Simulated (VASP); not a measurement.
# SnO (P4/mmm) in VASP: a series of runs

SnO is run at these levels: PBE, r2SCAN; tasks: single point.

Program: VASP 6.6.1. These are calculated values, not measurements. Logs are shortened: lines on timing, memory, paths and dates and some standing lists are left out, and cuts for length are marked.

## (1) The cell of the first run

It takes space group P4/mmm (No. 123, tetragonal). The conventional cell has a = 3.103 Å, b = 3.103 Å, c = 3.054 Å, α = 90.00°, β = 90.00°, γ = 90.00°. Within 3.5 Å of Sn (site symmetry 4/mmm) lie 8 O at 2.67 Å and 6 Sn at 3.05 to 3.10 Å. O (site symmetry 4/mmm) has 8 Sn at 2.67 Å and 6 O at 3.05 to 3.10 Å within 3.5 Å.

## (2) Single point, PBE (uniaxial x strain -1.6%)

The input, INCAR:

```
PREC = Accurate
ENCUT = 520
EDIFF = 1E-7
ISMEAR = -1
SIGMA = 0.02
LREAL = F
LASPH = T
NELM = 60
ALGO = Normal
ISIF = 2
LWAVE = F
LCHARG = F
GGA = PE
NBANDS = 17
```

The input, KPOINTS:

```
regular mesh
0
Gamma
  8 8 8
```

The input, POSCAR:

```
SnO
1.0
    3.0540626141      0.0000000000      0.0000000000
    0.0000000000      3.1034067819      0.0000000000
    0.0000000000      0.0000000000      3.1034067819
Sn O
1 1
Direct
    0.0000000000      0.0000000000      0.0000000000
    0.5000000000      0.5000000000      0.5000000000
```

Potentials or basis: VASP PAW PBE potentials, release 64 (Sn_d, O).

Launch:

```console
$ cat potpaw_PBE.64/Sn_d/POTCAR potpaw_PBE.64/O/POTCAR > POTCAR
$ mpirun -np 1 vasp_std > vasp.out
```

OUTCAR:

```text
PREC = Accurate
   ENCUT = 520
   EDIFF = 1E-7
   ISMEAR = -1
   LREAL = F
   LASPH = T
   NELM = 60
   ISIF = 2
   GGA = PE

 ion  position               nearest neighbor table
   1  0.000  0.000  0.000-   2 2.67   2 2.67   2 2.67   2 2.67   2 2.67   2 2.67   2 2.67   2 2.67

   2  0.500  0.500  0.500-   1 2.67   1 2.67   1 2.67   1 2.67   1 2.67   1 2.67   1 2.67   1 2.67

  LATTYP: Found a simple tetragonal cell.
 ALAT       =     3.1034067819
 C/A-ratio  =     0.9841000000

  Lattice vectors:

 A1 = (   0.0000000000,   3.1034067819,   0.0000000000)
 A2 = (   0.0000000000,   0.0000000000,   3.1034067819)
 A3 = (   3.0540626141,   0.0000000000,   0.0000000000)

Analysis of symmetry for initial positions (statically):
=====================================================================
 Subroutine PRICEL returns:
 Original cell was already a primitive cell.

 Routine SETGRP: Setting up the symmetry group for a
 simple tetragonal supercell.

 Subroutine GETGRP returns: Found 16 space group operations
 (whereof 16 operations were pure point group operations)
 out of a pool of 16 trial point group operations.

The static configuration has the point symmetry D_4h.

Analysis of symmetry for dynamics (positions and initial velocities):
=====================================================================
 Subroutine PRICEL returns:
 Original cell was already a primitive cell.

 Routine SETGRP: Setting up the symmetry group for a
 simple tetragonal supercell.

 Subroutine GETGRP returns: Found 16 space group operations
 (whereof 16 operations were pure point group operations)
 out of a pool of 16 trial point group operations.

The dynamic configuration has the point symmetry D_4h.

 Subroutine INISYM returns: Found 16 space group operations
 (whereof 16 operations are pure point group operations),
 and found     1 'primitive' translations

----------------------------------------------------------------------------------------

                                     Primitive cell

  volume of cell :      29.4141

  direct lattice vectors                    reciprocal lattice vectors
     3.054062614  0.000000000  0.000000000     0.327432711  0.000000000  0.000000000
     0.000000000  3.103406782  0.000000000     0.000000000  0.322226530  0.000000000
     0.000000000  0.000000000  3.103406782     0.000000000  0.000000000  0.322226530

  length of vectors
     3.054062614  3.103406782  3.103406782     0.327432711  0.322226530  0.322226530

  position of ions in fractional coordinates (direct lattice)
     0.000000000  0.000000000  0.000000000
     0.500000000  0.500000000  0.500000000

  ion indices of the primitive-cell ions
   primitive index   ion index
                 1           1
                 2           2

----------------------------------------------------------------------------------------

 KPOINTS: regular mesh

Automatic generation of k-mesh.
 Grid dimensions read from file:
 generate k-points for:    8    8    8

 Generating k-lattice:

  Cartesian coordinates                     Fractional coordinates (reciprocal lattice)
     0.040929089  0.000000000  0.000000000     0.125000000  0.000000000  0.000000000
     0.000000000  0.040278316  0.000000000     0.000000000  0.125000000  0.000000000
     0.000000000  0.000000000  0.040278316     0.000000000  0.000000000  0.125000000

  Length of vectors
     0.040929089  0.040278316  0.040278316

  Shift w.r.t. Gamma in fractional coordinates (k-lattice)
     0.000000000  0.000000000  0.000000000

 Subroutine IBZKPT returns following result:
 ===========================================

 Found     75 irreducible k-points:

 Following reciprocal coordinates:
            Coordinates               Weight
  0.000000  0.000000  0.000000      1.000000
  0.125000  0.000000  0.000000      2.000000
  0.250000  0.000000  0.000000      2.000000
  0.375000  0.000000  0.000000      2.000000
  0.500000  0.000000  0.000000      1.000000
  0.000000  0.125000  0.000000      4.000000
[... 16 lines left out ...]
  0.250000  0.500000  0.000000      4.000000
  0.375000  0.500000  0.000000      4.000000
 [... further k-points ...]
   k-points           NKPTS =     75   k-points in BZ     NKDIM =     75   number of bands    NBANDS=     17
   number of dos      NEDOS =    301   number of ions     NIONS =      2
   total plane-waves  NPLWV =  13824
   dimension x,y,z NGX =    24 NGY =   24 NGZ =   24
   dimension x,y,z NGXF=    48 NGYF=   48 NGZF=   48
   ions per type =               1   1
   NGX,Y,Z   is equivalent  to a cutoff of  13.06, 12.86, 12.86 a.u.
   NGXF,Y,Z  is equivalent  to a cutoff of  26.13, 25.71, 25.71 a.u.
 SYSTEM =  unknown system
   PREC   = accura    normal or accurate (medium, high low for compatibility)
   ISTART =      0    job   : 0-new  1-cont  2-samecut
   ICHARG =      2    charge: 1-file 2-atom 10-const
   ISPIN  =      1    spin polarized calculation?
   LNONCOLLINEAR =      F non collinear calculations
   LSORBIT =      F    spin-orbit coupling
   LASPH  =      T    aspherical Exc in radial PAW
   ENCUT  =  520.0 eV  38.22 Ry    6.18 a.u.   5.68  5.77  5.77*2*pi/ulx,y,z
   NELM   =     60;   NELMIN=  2; NELMDL= -5     # of ELM steps
   EDIFF  = 0.1E-06   stopping-criterion for ELM
   LREAL  =      F    real-space projection
   EDIFFG = 0.1E-05   stopping-criterion for IOM
   NSW    =      0    number of steps for IOM
   IBRION =     -1    ionic relax: 0-MD 1-quasi-New 2-CG
   NFREE  =      0    steps in history (QN), initial steepest desc. (CG)
   ISIF   =      2    stress and relaxation
   ISYM   =      2    0-nonsym 1-usesym 2-fastsym
   POTIM  = 0.5000    time-step for ionic-motion
   TEBEG  =    0.0;   TEEND  =   0.0 temperature during run
   PSTRESS=    0.0 pullay stress
   NELECT =      20.0000    total number of electrons
   NUPDOWN=      -1.0000    fix difference up-down
   EMIN   =  10.00;   EMAX   =-10.00  energy-range for DOS
   EFERMI =   0.00;   METHOD = LEGACY
   ISMEAR =    -1;   SIGMA  =   0.02  broadening in eV -4-tet -1-fermi 0-gaus
   EFERMI_NEDOS =   21; number of points for ismear=-14 and -15
   IALGO  =     38    algorithm
   IMIX   =      4    mixing-type and parameters
     AMIX     =   0.40;   BMIX     =  1.00
     AMIX_MAG =   1.60;   BMIX_MAG =  1.00
  volume/ion in A,a.u.               =      14.71        99.25
  Fermi-wavevector in a.u.,A,eV,Ry     =   1.439571  2.720394 28.196228  2.072364
  Thomas-Fermi vector in A             =   2.558412
   LORBIT       =      0    0 simple, 1 ext, 2 COOP (PROOUT), +10 PAW based schemes
   GGA     = PE    functional components
   LHFCALC =     F    Hartree Fock is set to
   AEXX    =    0.0000 exact exchange contribution
   IVDW    =     0    specifies the selected vdW correction
   LEPSILON=     F    determine dielectric tensor
   LRPA    =     F    only Hartree local field effects (RPA)
 non-spin polarized calculation
  energy-cutoff  :      520.00
  volume of cell :       29.41
 maximum number of plane-waves:       804
 NGX is ok and might be reduce to    24
   NGX = 11   NGY = 11   NGZ = 11

 number of electron      20.0000001 magnetization

 Free energy of the ion-electron system (eV)
  ---------------------------------------------------
  ext. energy  EPLUGINS =         0.00000000
  ---------------------------------------------------
  free energy    TOTEN  =        -9.81159326 eV

  energy without entropy =       -9.81099059  energy(sigma->0) =       -9.81129192

 E-fermi :   8.7499     XC(G=0): -11.4948

 val. band max:        8.7235170126   @ k =   0.0000   0.5000   0.1250
 cond. band min:       8.7581238250   @ k =   0.5000   0.1250   0.0000
 fundamental gap:      0.0346068123
 Fermi energy:         8.7498939479

 k-point     1 :       0.0000    0.0000    0.0000
  band No.  band energies     occupation
      1     -13.1437      2.00000
      2     -13.1218      2.00000
      3     -12.7426      2.00000
      4     -12.7341      2.00000
      5     -12.7341      2.00000
      6      -9.5970      2.00000
[... 9 lines left out ...]
     16      28.2140      0.00000
     17      28.2815      0.00000

 k-point     2 :       0.1250    0.0000    0.0000
  band No.  band energies     occupation
      1     -13.1189      2.00000
      2     -13.0978      2.00000
      3     -12.7506      2.00000
      4     -12.7506      2.00000
      5     -12.7412      2.00000
      6      -9.4964      2.00000
[... 9 lines left out ...]
     16      26.5547      0.00000
     17      27.3722      0.00000

 k-point     3 :       0.2500    0.0000    0.0000
  band No.  band energies     occupation
      1     -13.1119      2.00000
      2     -12.9867      2.00000
      3     -12.7902      2.00000
      4     -12.7902      2.00000
      5     -12.7378      2.00000
      6      -9.2370      2.00000
[... 9 lines left out ...]
     16      23.9090      0.00000
     17      26.4608      0.00000

 k-point     4 :       0.3750    0.0000    0.0000
  band No.  band energies     occupation
      1     -13.1049      2.00000
      2     -12.8755      2.00000
      3     -12.8295      2.00000
      4     -12.8295      2.00000
      5     -12.7344      2.00000
      6      -8.9490      2.00000
[... 9 lines left out ...]
     16      24.3141      0.00000
     17      26.2249      0.00000

 k-point     5 :       0.5000    0.0000    0.0000
  band No.  band energies     occupation
      1     -13.1020      2.00000
      2     -12.8456      2.00000
      3     -12.8456      2.00000
      4     -12.8294      2.00000
      5     -12.7330      2.00000
      6      -8.8196      2.00000
[... 9 lines left out ...]
     16      26.1820      0.00000
     17      26.2717      0.00000

 k-point     6 :       0.0000    0.1250    0.0000
  band No.  band energies     occupation
      1     -13.1376      2.00000
      2     -13.0858      2.00000
      3     -12.7568      2.00000
      4     -12.7480      2.00000
      5     -12.7329      2.00000
      6      -9.5010      2.00000
[... 9 lines left out ...]
     16      26.3738      0.00000
     17      27.3779      0.00000

 k-point     7 :       0.1250    0.1250    0.0000
  band No.  band energies     occupation
      1     -13.1036      2.00000
      2     -13.0705      2.00000
      3     -12.7680      2.00000
      4     -12.7555      2.00000
      5     -12.7490      2.00000
      6      -9.4001      2.00000
[... 9 lines left out ...]
     16      25.0602      0.00000
     17      26.7198      0.00000

 k-point     8 :       0.2500    0.1250    0.0000
  band No.  band energies     occupation
      1     -13.0844      2.00000
      2     -12.9705      2.00000
      3     -12.8152      2.00000
      4     -12.7885      2.00000
      5     -12.7513      2.00000
      6      -9.1411      2.00000
[... 9 lines left out ...]
     16      23.4091      0.00000
     17      25.8943      0.00000
[... 203 lines left out ...]
      1     -13.0049      2.00000
      2     -12.9882      2.00000
      3     -12.8165      2.00000
      4     -12.8099      2.00000
      5     -12.7275      2.00000
      6      -8.3885      2.00000
[... 9 lines left out ...]
     16      24.0774      0.00000
     17      25.6011      0.00000

 k-point    20 :       0.5000    0.3750    0.0000
  band No.  band energies     occupation
      1     -13.0347      2.00000
      2     -12.9784      2.00000
      3     -12.8314      2.00000
      4     -12.8076      2.00000
      5     -12.6849      2.00000
      6      -8.2801      2.00000
[... 9 lines left out ...]
     16      24.2195      0.00000
     17      24.8469      0.00000

 k-point    21 :       0.0000    0.5000    0.0000
  band No.  band energies     occupation
      1     -13.1216      2.00000
      2     -12.8562      2.00000
      3     -12.8389      2.00000
      4     -12.8283      2.00000
      5     -12.7262      2.00000
      6      -8.8554      2.00000
[... 9 lines left out ...]
     16      25.9192      0.00000
     17      26.4303      0.00000

 k-point    22 :       0.1250    0.5000    0.0000
  band No.  band energies     occupation
      1     -13.0867      2.00000
      2     -12.8656      2.00000
      3     -12.8387      2.00000
      4     -12.8362      2.00000
      5     -12.7414      2.00000
      6      -8.7602      2.00000
[... 9 lines left out ...]
     16      24.8691      0.00000
     17      25.8949      0.00000

 k-point    23 :       0.2500    0.5000    0.0000
  band No.  band energies     occupation
      1     -13.0202      2.00000
      2     -12.9515      2.00000
      3     -12.8296      2.00000
      4     -12.7781      2.00000
      5     -12.7778      2.00000
      6      -8.5270      2.00000
[... 9 lines left out ...]
     16      24.3286      0.00000
     17      24.8880      0.00000

 k-point    24 :       0.3750    0.5000    0.0000
  band No.  band energies     occupation
      1     -13.0324      2.00000
      2     -12.9786      2.00000
      3     -12.8230      2.00000
      4     -12.8140      2.00000
      5     -12.6916      2.00000
      6      -8.2859      2.00000
[... 9 lines left out ...]
     16      24.0931      0.00000
     17      24.8329      0.00000

 [... further k-points ...]
[... 5 lines left out ...]
  --------------------------------------------------------------------------------------
  -------------------------------------------------------------------------------------
  Total        1.0813316      0.7778585      0.7778585      0.0000000      0.0000000     -0.0000000
  in kB       58.8998435     42.3697425     42.3697425      0.0000000      0.0000000     -0.0000000
  external PRESSURE =      47.8797762 kB  Pullay stress =       0.0000000 kB

 VOLUME and BASIS-vectors are now :
 -----------------------------------------------------------------------------
  energy-cutoff  :      520.00
  volume of cell :       29.41
      direct lattice vectors                 reciprocal lattice vectors
     3.054062614  0.000000000  0.000000000     0.327432711  0.000000000  0.000000000
     0.000000000  3.103406782  0.000000000     0.000000000  0.322226530  0.000000000
     0.000000000  0.000000000  3.103406782     0.000000000  0.000000000  0.322226530

 POSITION                                       TOTAL-FORCE (eV/Angst)
 -----------------------------------------------------------------------------------
      0.00000      0.00000      0.00000         0.000000      0.000000      0.000000
      1.52703      1.55170      1.55170         0.000000      0.000000      0.000000
 -----------------------------------------------------------------------------------
    total drift:                                0.000000      0.000000     -0.000000

  FREE ENERGIE OF THE ION-ELECTRON SYSTEM (eV)
  ---------------------------------------------------
  free  energy   TOTEN  =        -9.8115932620 eV

  energy  without entropy=       -9.8109905852  energy(sigma->0) =       -9.81129192
```

Run time: 15 s. Hardware: 1 thread of Intel Xeon 6975P-C (Granite Rapids), shared host; peak memory 0.16 GiB.

Results:

```
Free energy            : -9.8116 eV
Pressure               : 4.8 GPa
Band gap on the k mesh : zero (band 10 reaches 8.79 eV, above the bottom of band 11 at 8.44 eV)
```

Stress tensor (GPa, compression positive):
```
5.89 0.00 0.00
0.00 4.24 0.00
0.00 0.00 4.24
```

Levels at points of the mesh, in eV from the Fermi level:
| k point | band 8 | band 9 | band 10 | band 11 | band 12 | band 13 |
| --- | --- | --- | --- | --- | --- | --- |
| (0.00, 0.00, 0.00) | -2.80 | -2.80 | -2.62 | 7.86 | 8.07 | 8.07 |
| (0.50, 0.00, 0.00) | -1.98 | -1.98 | -1.29 | 0.42 | 7.20 | 7.20 |
| (0.00, 0.50, 0.00) | -2.01 | -1.89 | -1.12 | 0.42 | 7.01 | 7.52 |
| (0.50, 0.50, 0.00) | -5.75 | -4.76 | -1.86 | 3.29 | 3.50 | 8.58 |
| (0.00, 0.50, 0.50) | -5.82 | -5.00 | -1.77 | 3.51 | 3.51 | 8.82 |
| (0.50, 0.50, 0.50) | -3.55 | -3.55 | -1.19 | -0.31 | -0.10 | -0.10 |

Caveat: the cell differs from its parent crystal (uniaxial x strain -1.6%); spin-orbit coupling is left out, which moves the levels of the heavy elements.

## (3) Single point, r2SCAN (uniaxial x strain -1.6%)

POSCAR is that of step 2.

The input, INCAR.step1:

```
ALGO = Normal
EDIFF = 1E-4
ENCUT = 520
GGA = PE
ISMEAR = -1
LASPH = True
LCHARG = False
LREAL = False
LWAVE = True
NBANDS = 17
NELM = 60
PREC = Accurate
SIGMA = 0.02
```

The input, INCAR.step2:

```
ALGO = Normal
EDIFF = 1E-6
ENCUT = 520
ISIF = 2
ISMEAR = -1
ISTART = 1
LASPH = True
LCHARG = False
LMIXTAU = True
LREAL = False
LWAVE = False
METAGGA = R2SCAN
NBANDS = 17
NELM = 60
PREC = Accurate
SIGMA = 0.02
```

The input, KPOINTS:

```
k-points
0
Gamma
  8 8 8
```

Potentials or basis: VASP PAW PBE potentials, release 64 (Sn_d, O).

Launch:

```console
$ cat potpaw_PBE.64/Sn_d/POTCAR potpaw_PBE.64/O/POTCAR > POTCAR
$ cp INCAR.step1 INCAR
$ mpirun -np 1 vasp_std > vasp.out
$ cp INCAR.step2 INCAR
$ mpirun -np 1 vasp_std > vasp.out
```

Wall time 41 s (1 thread of Intel Xeon 6975P-C (Granite Rapids), shared host); peak memory 0.16 GiB.

The run converged. Its results:

- Free energy: -31.5790 eV
- Pressure: 2.0 GPa
- Band gap on the k mesh: zero (band 10 reaches 8.72 eV, above the bottom of band 11 at 8.46 eV)

Stress tensor (GPa, compression positive):
```
2.97 0.00 0.00
0.00 1.46 0.00
0.00 0.00 1.46
```

Levels at points of the mesh, in eV from the Fermi level:
| k point | band 6 | band 7 | band 8 | band 9 | band 10 | band 11 | band 12 | band 13 | band 14 | band 15 |
| --- | --- | --- | --- | --- | --- | --- | --- | --- | --- | --- |
| (0.00, 0.00, 0.00) | -19.49 | -7.81 | -3.03 | -3.03 | -2.85 | 8.36 | 8.50 | 8.50 | 8.62 | 8.83 |
| (0.50, 0.00, 0.00) | -18.76 | -9.31 | -2.21 | -2.21 | -1.19 | 0.40 | 7.54 | 7.54 | 11.58 | 11.68 |
| (0.00, 0.50, 0.00) | -18.79 | -9.50 | -2.23 | -2.11 | -0.99 | 0.39 | 7.35 | 7.88 | 11.70 | 11.72 |
| (0.50, 0.50, 0.00) | -18.11 | -6.03 | -5.98 | -4.83 | -2.08 | 3.45 | 3.70 | 9.20 | 10.44 | 15.62 |
| (0.00, 0.50, 0.50) | -18.14 | -6.05 | -6.05 | -5.10 | -1.99 | 3.71 | 3.71 | 9.45 | 10.81 | 16.05 |
| (0.50, 0.50, 0.50) | -18.07 | -3.82 | -3.78 | -3.78 | -1.16 | -0.24 | 0.02 | 0.02 | 13.24 | 13.24 |

Caveat: the cell differs from its parent crystal (uniaxial x strain -1.6%); the PAW data sets were made with another functional, which shifts forces and pressure a little; spin-orbit coupling is left out, which moves the levels of the heavy elements.
